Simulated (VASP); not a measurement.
Input of a VASP 6.6.1 run:

The input INCAR:

```
PREC = Accurate ; ENCUT = 520
EDIFF = 1E-6 ; ISMEAR = 0
SIGMA = 0.1 ; LREAL = F
LASPH = T ; NELM = 100
ALGO = Normal ; ISIF = 2
LWAVE = F ; LCHARG = F
GGA = PE ; NBANDS = 11
```

Contents of KPOINTS:

```
regular mesh
0
Gamma
  26 26 26
```

File POSCAR:

```
Pt
1.0
   -1.7003474221      1.7003474221      1.3678838907
    1.7003474221     -1.7003474221      1.3678838907
    1.7003474221      1.7003474221     -1.3678838907
Pt
1
Direct
    0.5000000000      0.5000000000      0.0000000000
```

Potentials or basis: VASP PAW PBE potentials, release 64 (Pt).

Command:

```bash
$ cat potpaw_PBE.64/Pt/POTCAR > POTCAR
$ mpirun -np 1 vasp_std > vasp.out
```

Problem. What does it give for the band gap on the k mesh?

Solution. Zero (band 5 reaches 11.06 eV, above the bottom of band 6 at 9.01 eV).

Problem. Estimate the pressure.

Solution. -0.5 GPa.

Caveat: spin-orbit coupling is left out, which moves the levels of the heavy elements.
